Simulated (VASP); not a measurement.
Here is a VASP 6.6.1 calculation.

The input INCAR:

```
ALGO     = Normal         # electronic algorithm
EDIFF    = 1E-7           # SCF threshold, eV
ENCUT    = 520            # plane-wave cutoff, eV
GGA      = PE             # functional
ISIF     = 2              # what is computed and relaxed
ISMEAR   = 0              # smearing method
LASPH    = True           # aspherical terms in the spheres
LCHARG   = True           # write CHGCAR
LELF     = True           # ELF
LREAL    = Auto         
LVHAR    = True         
LWAVE    = False          # write WAVECAR
NBANDS   = 43             # bands
NELECT   = 62.0         
NELM     = 60             # most SCF steps
PREC     = Accurate       # precision mode
SIGMA    = 0.02           # smearing width, eV
```

Contents of KPOINTS:

```
k-points
0
Gamma
  2 2 2
```

Contents of POSCAR:

```
Si
1.0
    0.0000000000      5.4700937627     -5.4700937627
    5.4700937627      5.4700937627      0.0000000000
    5.4700937627      0.0000000000     -5.4700937627
Si
15
Direct
    0.1874999853      0.1874999853      0.1874999853
    0.1299963092      0.6082243092      0.1299963092
    0.6082244920      0.1299963092      0.1299963092
    0.6223875033      0.6223875033      0.1291498886
    0.1299967662      0.1299967662      0.6082233037
    0.1291507112      0.6223870463      0.6223874119
    0.6223870463      0.1291505284      0.6223874119
    0.6249397448      0.6249397448      0.6249402932
    0.2450036614      0.7667757048      0.2450036614
    0.7526125106      0.7526125106      0.2458500820
    0.7667754305      0.2450037528      0.2450037528
    0.2458492593      0.7526129676      0.7526126020
    0.2450032044      0.2450032044      0.7667767102
    0.7500602692      0.7500602692      0.7500597207
    0.7526130590      0.2458493507      0.7526125106
```

Potentials or basis: VASP PAW PBE potentials, release 64 (Si).

Launch:

```console
$ cat potpaw_PBE.64/Si/POTCAR > POTCAR
$ mpirun -np 1 vasp_std > vasp.out
```

(1) What does it give for the largest force?

## Answers

(1) 0.028 eV/Å.

Caveat: the k points lie up to 0.50 Å⁻¹ apart; the cell carries a net charge on a neutralising background, which shifts energy and pressure.
